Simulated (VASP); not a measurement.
# BAs (F-43m) in VASP: a series of runs

BAs is run at these levels: PBEsol; tasks: single point.

Everything below comes from runs of VASP 6.6.1. Logs are shortened: lines on timing, memory, paths and dates and some standing lists are left out, and cuts for length are marked.

### 1 The cell of the first run

Symmetry: F-43m, No. 216, cubic system. The conventional cell has a = 4.737 Å, b = 4.737 Å, c = 4.737 Å, α = 90.00°, β = 90.00°, γ = 90.00°. B (site symmetry -43m) has 4 As at 2.05 Å within 2.7 Å. Within 2.7 Å of As (site symmetry -43m) lie 4 B at 2.05 Å.

### 2 Single point, PBEsol

The input, INCAR:

```
  PREC = Accurate
  ENCUT = 520
  EDIFF = 1E-6
  ISMEAR = 0
  SIGMA = 0.01
  LREAL = F
  LASPH = T
  NELM = 100
  ALGO = Normal
  ISIF = 2
  LWAVE = F
  LCHARG = T
  GGA = PS
  LELF = T
  LVHAR = T
  NBANDS = 11
```

The input, KPOINTS:

```
regular mesh
0
Gamma
  8 8 8
```

The input, POSCAR:

```
BAs
1.0
    0.0000000000      2.3684276224      2.3684276224
    2.3684276224      0.0000000000      2.3684276224
    2.3684276224      2.3684276224      0.0000000000
B As
1 1
Direct
    0.0000000000      0.0000000000      0.0000000000
    0.2500000000      0.2500000000      0.2500000000
```

Potentials or basis: VASP PAW PBE potentials, release 64 (B, As).

Command:

```bash
$ cat potpaw_PBE.64/B/POTCAR potpaw_PBE.64/As/POTCAR > POTCAR
$ mpirun -np 1 vasp_std > vasp.out
```

OUTCAR:

```text
PREC = Accurate
   ENCUT = 520
   EDIFF = 1E-6
   ISMEAR = 0
   LREAL = F
   LASPH = T
   NELM = 100
   ISIF = 2
   GGA = PS

 ion  position               nearest neighbor table
   1  0.000  0.000  0.000-   2 2.05   2 2.05   2 2.05   2 2.05
   2  0.250  0.250  0.250-   1 2.05   1 2.05   1 2.05   1 2.05

  LATTYP: Found a face centered cubic cell.
 ALAT       =     4.7368552448

  Lattice vectors:

 A1 = (   0.0000000000,   2.3684276224,   2.3684276224)
 A2 = (   2.3684276224,   0.0000000000,   2.3684276224)
 A3 = (   2.3684276224,   2.3684276224,   0.0000000000)

Analysis of symmetry for initial positions (statically):
=====================================================================
 Subroutine PRICEL returns:
 Original cell was already a primitive cell.

 Routine SETGRP: Setting up the symmetry group for a
 face centered cubic supercell.

 Subroutine GETGRP returns: Found 24 space group operations
 (whereof 24 operations were pure point group operations)
 out of a pool of 48 trial point group operations.

The static configuration has the point symmetry T_d .

Analysis of symmetry for dynamics (positions and initial velocities):
=====================================================================
 Subroutine PRICEL returns:
 Original cell was already a primitive cell.

 Routine SETGRP: Setting up the symmetry group for a
 face centered cubic supercell.

 Subroutine GETGRP returns: Found 24 space group operations
 (whereof 24 operations were pure point group operations)
 out of a pool of 48 trial point group operations.

The dynamic configuration has the point symmetry T_d .

 Subroutine INISYM returns: Found 24 space group operations
 (whereof 24 operations are pure point group operations),
 and found     1 'primitive' translations

----------------------------------------------------------------------------------------

                                     Primitive cell

  volume of cell :      26.5711

  direct lattice vectors                    reciprocal lattice vectors
     0.000000000  2.368427622  2.368427622    -0.211110526  0.211110526  0.211110526
     2.368427622  0.000000000  2.368427622     0.211110526 -0.211110526  0.211110526
     2.368427622  2.368427622  0.000000000     0.211110526  0.211110526 -0.211110526

  length of vectors
     3.349462465  3.349462465  3.349462465     0.365654156  0.365654156  0.365654156

  position of ions in fractional coordinates (direct lattice)
     0.000000000  0.000000000  0.000000000
     0.250000000  0.250000000  0.250000000

  ion indices of the primitive-cell ions
   primitive index   ion index
                 1           1
                 2           2
[... 78 lines left out ...]
   ISIF   =      2    stress and relaxation
   ISYM   =      2    0-nonsym 1-usesym 2-fastsym
   POTIM  = 0.5000    time-step for ionic-motion
   TEBEG  =    0.0;   TEEND  =   0.0 temperature during run
   PSTRESS=    0.0 pullay stress
   NELECT =       8.0000    total number of electrons
   NUPDOWN=      -1.0000    fix difference up-down
   EMIN   =  10.00;   EMAX   =-10.00  energy-range for DOS
   EFERMI =   0.00;   METHOD = LEGACY
   ISMEAR =     0;   SIGMA  =   0.01  broadening in eV -4-tet -1-fermi 0-gaus
   EFERMI_NEDOS =   21; number of points for ismear=-14 and -15
   IALGO  =     38    algorithm
   IMIX   =      4    mixing-type and parameters
     AMIX     =   0.40;   BMIX     =  1.00
     AMIX_MAG =   1.60;   BMIX_MAG =  1.00
  volume/ion in A,a.u.               =      13.29        89.66
  Fermi-wavevector in a.u.,A,eV,Ry     =   1.097239  2.073482 16.380519  1.203934
  Thomas-Fermi vector in A             =   2.233596
   LORBIT       =      0    0 simple, 1 ext, 2 COOP (PROOUT), +10 PAW based schemes
   GGA     = PS    functional components
   LHFCALC =     F    Hartree Fock is set to
   AEXX    =    0.0000 exact exchange contribution
   IVDW    =     0    specifies the selected vdW correction
   LEPSILON=     F    determine dielectric tensor
   LRPA    =     F    only Hartree local field effects (RPA)
 non-spin polarized calculation
 Gauss-broadening in eV      SIGMA  =   0.01
  energy-cutoff  :      520.00
  volume of cell :       26.57
 maximum number of plane-waves:       725
 NGX is ok and might be reduce to    28
   NGX = 13   NGY = 13   NGZ = 13

 number of electron       8.0000000 magnetization

 Free energy of the ion-electron system (eV)
  ---------------------------------------------------
  ext. energy  EPLUGINS =         0.00000000
  ---------------------------------------------------
  free energy    TOTEN  =       -12.19331987 eV

  energy without entropy =      -12.19331987  energy(sigma->0) =      -12.19331987

 E-fermi :   6.3912     XC(G=0): -10.8385

 val. band max:        6.3270175363   @ k =   0.0000   0.0000   0.0000
 cond. band min:       7.3948913996   @ k =   0.3750   0.3750   0.0000
 fundamental gap:      1.0678738633
 Fermi energy:         6.3912135276

 k-point     1 :       0.0000    0.0000    0.0000
  band No.  band energies     occupation
      1      -9.3445      2.00000
      2       6.3270      2.00000
      3       6.3270      2.00000
      4       6.3270      2.00000
      5       9.5984      0.00000
      6       9.5984      0.00000
      7       9.5984      0.00000
      8      11.3325      0.00000
      9      15.7993      0.00000
     10      19.3621      0.00000
     11      19.3621      0.00000
[... 309 lines left out ...]
 k-point    24 :      -0.3750    0.2500    0.1250
  band No.  band energies     occupation
      1      -5.7764      2.00000
      2      -2.1570      2.00000
      3       1.6406      2.00000
      4       3.1413      2.00000
      5      10.2680      0.00000
      6      11.0910      0.00000
      7      13.8987      0.00000
      8      15.4507      0.00000
      9      16.6785      0.00000
     10      20.6069      0.00000
     11      21.6031      0.00000

 [... further k-points ...]
[... 5 lines left out ...]
  --------------------------------------------------------------------------------------
  -------------------------------------------------------------------------------------
  Total        0.6337034      0.6337034      0.6337034     -0.0000000     -0.0000000     -0.0000000
  in kB       38.2108097     38.2108097     38.2108097     -0.0000000     -0.0000000     -0.0000000
  external PRESSURE =      38.2108097 kB  Pullay stress =       0.0000000 kB

 VOLUME and BASIS-vectors are now :
 -----------------------------------------------------------------------------
  energy-cutoff  :      520.00
  volume of cell :       26.57
      direct lattice vectors                 reciprocal lattice vectors
     0.000000000  2.368427622  2.368427622    -0.211110526  0.211110526  0.211110526
     2.368427622  0.000000000  2.368427622     0.211110526 -0.211110526  0.211110526
     2.368427622  2.368427622  0.000000000     0.211110526  0.211110526 -0.211110526

 POSITION                                       TOTAL-FORCE (eV/Angst)
 -----------------------------------------------------------------------------------
      0.00000      0.00000      0.00000         0.000000      0.000000      0.000000
      1.18421      1.18421      1.18421        -0.000000     -0.000000     -0.000000
 -----------------------------------------------------------------------------------
    total drift:                               -0.000000     -0.000000     -0.000000

  FREE ENERGIE OF THE ION-ELECTRON SYSTEM (eV)
  ---------------------------------------------------
  free  energy   TOTEN  =       -12.1933198739 eV

  energy  without entropy=      -12.1933198739  energy(sigma->0) =      -12.19331987
```

It took 12 s on 1 thread of Intel Xeon Platinum 8488C (Sapphire Rapids), shared host; peak memory 0.16 GiB.

Results:

```
Free energy            : -12.1933 eV
Pressure               : 3.8 GPa
Band gap on the k mesh : 1.07 eV, indirect (least direct gap 3.27 eV)
```

Caveat: the PAW data sets were made with another functional, which shifts forces and pressure a little.

### 3 Single point, PBEsol

This run uses another cell than the first one, of 13.63 Å³/atom, 1.026 times its volume.

The input, INCAR:

```
SYSTEM = BAs
PREC = Accurate
ENCUT = 520
EDIFF = 1E-6
ISMEAR = 0
SIGMA = 0.01
LREAL = .FALSE.
LASPH = .TRUE.
NELM = 60
ALGO = Normal
ISIF = 2
LWAVE = .FALSE.
LCHARG = .FALSE.
GGA = PS
NBANDS = 11
```

The input, KPOINTS:

```
regular mesh
0
G
  8 8 8
  0 0 0
```

The input, POSCAR:

```
BAs
1.0
    0.0000000000      2.3885000000      2.3885000000
    2.3885000000      0.0000000000      2.3885000000
    2.3885000000      2.3885000000      0.0000000000
B As
1 1
Direct
    0.0000000000      0.0000000000      0.0000000000
    0.2500000000      0.2500000000      0.2500000000
```

Potentials or basis: VASP PAW PBE potentials, release 64 (B, As).

Command:

```bash
$ cat potpaw_PBE.64/B/POTCAR potpaw_PBE.64/As/POTCAR > POTCAR
$ mpirun -np 1 vasp_std > vasp.out
```

It took 12 s on 1 thread of Intel Xeon Platinum 8488C (Sapphire Rapids), shared host; peak memory 0.16 GiB.

The run converged. Its results:

```
Free energy            : -12.2016 eV
Pressure               : 0.1 GPa
Band gap on the k mesh : 1.09 eV, indirect (least direct gap 3.24 eV)
```

Levels at points of the mesh, in eV from the valence-band top:
```tsv
k point	band 1	band 2	band 3	band 4	band 5	band 6	band 7	band 8
(0.00, 0.00, 0.00)	-15.44	0.00	0.00	0.00	3.24	3.24	3.24	4.68
(0.50, 0.00, 0.00)	-12.55	-8.83	-1.83	-1.83	2.65	4.73	4.73	8.71
(0.50, 0.50, 0.00)	-11.24	-8.53	-4.11	-4.11	1.31	1.34	11.34	11.34
```

Caveat: the PAW data sets were made with another functional, which shifts forces and pressure a little. Expect the measured gap to be larger: semilocal functionals such as PBEsol lack the derivative discontinuity.

### 4 Single point, PBEsol

This run uses another cell than the first one, of 13.97 Å³/atom, 1.051 times its volume.

The input, INCAR:

```
SYSTEM = BAs
ALGO = Normal ; EDIFF = 1E-6
ENCUT = 520 ; GGA = PS
ISIF = 2 ; ISMEAR = 0
LASPH = .TRUE. ; LCHARG = .FALSE.
LREAL = .FALSE. ; LWAVE = .FALSE.
NBANDS = 11 ; NELM = 60
PREC = Accurate ; SIGMA = 0.01
```

The input, KPOINTS:

```
k-points
0
G
  8 8 8
  0 0 0
```

The input, POSCAR:

```
BAs
1.0
    0.0000000000      2.4082405646      2.4082405646
    2.4082405646      0.0000000000      2.4082405646
    2.4082405646      2.4082405646      0.0000000000
B As
1 1
Direct
    0.0000000000      0.0000000000      0.0000000000
    0.2500000000      0.2500000000      0.2500000000
```

Command:

```bash
$ cat potpaw_PBE.64/B/POTCAR potpaw_PBE.64/As/POTCAR > POTCAR
$ mpirun -np 1 vasp_std > vasp.out
```

It took 12 s on 1 thread of Intel Xeon Platinum 8488C (Sapphire Rapids), shared host; peak memory 0.16 GiB.

It converged, with:

| Item | Value |
| --- | --- |
| Free energy | -12.1948 eV |
| Pressure | -3.3 GPa |
| Band gap on the k mesh | 1.11 eV, indirect (least direct gap 3.21 eV) |

Levels at points of the mesh, in eV from the valence-band top:
```tsv
k point	band 1	band 2	band 3	band 4	band 5	band 6	band 7	band 8	band 9
(0.00, 0.00, 0.00)	-15.21	0.00	0.00	0.00	3.21	3.21	3.21	4.37	9.23
(0.50, 0.00, 0.00)	-12.42	-8.65	-1.79	-1.79	2.51	4.70	4.70	8.66	12.37
(0.50, 0.50, 0.00)	-11.15	-8.40	-4.00	-4.00	1.33	1.37	11.11	11.11	12.56
```

Caveat: the PAW data sets were made with another functional, which shifts forces and pressure a little. A k mesh can miss the band edges.

### 5 The runs side by side

```tsv
cell	gap on the mesh (eV)	pressure (GPa)
a = 3.349 Å, angles 60.0°, 2 atoms	1.07	3.8
a = 3.378 Å, angles 60.0°, 2 atoms	1.09	0.1
a = 3.406 Å, angles 60.0°, 2 atoms	1.11	-3.3
```

Alike in all rows: task single point; level PBEsol; potentials or basis VASP PAW PBE potentials, release 64 (B, As); no spin polarisation; k mesh 8 × 8 × 8; cutoff (eV) 520; smearing gaussian 0.01 eV.

Caveats: the PAW data sets were made with another functional, which shifts forces and pressure a little.

Absolute energies hang on the potentials; compare differences alone.
